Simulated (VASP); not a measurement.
Write the native input for VASP 6.6.1 that does the following.

- Task: G0W0 quasiparticle levels
- Functional: PBE
- Potentials or basis: VASP PAW PBE potentials, release 64 (Cd_GW, S_GW)
- Cutoff: 500 eV
- k mesh: 6 × 6 × 6
- Occupations: gaussian, width 0.01 eV
- Spin: no spin polarisation
- Dipole correction: no
- GW scheme: G0W0
- GW iterations: 1
- Cutoff of the response function: 180
- Frequency points: 48
- Empty bands: 483
- Further INCAR settings: ALGO = EVGW0; EDIFF = 1e-08; NBANDS = 492

CdS:

```
CELL_PARAMETERS angstrom
0.00000 2.90900 2.90900
2.90900 0.00000 2.90900
2.90900 2.90900 0.00000
ATOMIC_POSITIONS crystal
Cd 0.00000 0.00000 0.00000
S 0.25000 0.25000 0.25000
```

These files were run (other wordings do the same):

POSCAR

```
CdS
1.0
    0.0000000000      2.9090000000      2.9090000000
    2.9090000000      0.0000000000      2.9090000000
    2.9090000000      2.9090000000      0.0000000000
Cd S
1 1
Direct
    0.0000000000      0.0000000000      0.0000000000
    0.2500000000      0.2500000000      0.2500000000
```

INCAR.step1

```
PREC = Accurate ; ENCUT = 500
EDIFF = 1E-8 ; ISMEAR = 0
SIGMA = 0.01 ; LREAL = F
LASPH = T ; NELM = 60
ALGO = Normal ; LWAVE = T
LCHARG = F ; GGA = PE
```

INCAR.step2

```
PREC = Accurate ; ENCUT = 500
EDIFF = 1E-8 ; ISMEAR = 0
SIGMA = 0.01 ; LREAL = F
LASPH = T ; NELM = 1
ALGO = Exact ; LWAVE = T
LCHARG = F ; GGA = PE
NBANDS = 492 ; LOPTICS = T
ISTART = 1
```

INCAR.step3

```
PREC = Accurate ; ENCUT = 500
EDIFF = 1E-8 ; ISMEAR = 0
SIGMA = 0.01 ; LREAL = F
LASPH = T ; ALGO = EVGW0
LWAVE = F ; LCHARG = F
GGA = PE ; NELMGW = 1
NBANDS = 492 ; ENCUTGW = 180.0
NOMEGA = 48 ; PRECFOCK = Fast
ISTART = 1 ; NBANDSGW = 17
```

KPOINTS

```
Automatic mesh
0
Gamma
  6 6 6
```

Potentials or basis: VASP PAW PBE potentials, release 64 (Cd_GW, S_GW).

Launch:

```console
$ cat potpaw_PBE.64/Cd_GW/POTCAR potpaw_PBE.64/S_GW/POTCAR > POTCAR
$ cp INCAR.step1 INCAR
$ mpirun -np 1 vasp_std > vasp.out
$ cp INCAR.step2 INCAR
$ mpirun -np 1 vasp_std > vasp.out
$ cp INCAR.step3 INCAR
$ mpirun -np 1 vasp_std > vasp.out
```

It gave:

* Quasiparticle gap: 2.06 eV
* Least direct quasiparticle gap: 2.06 eV
* Band gap of the starting levels on the mesh: 1.16 eV
* Least direct gap of the starting levels on the mesh: 1.16 eV

Caveat: bands, screening cutoff and mesh are small and nothing is extrapolated, so the quasiparticle values aren't converged.

Run time: 3 h on 1 thread of Intel Xeon 8259CL, on a shared host, peak memory 2.9 GiB.
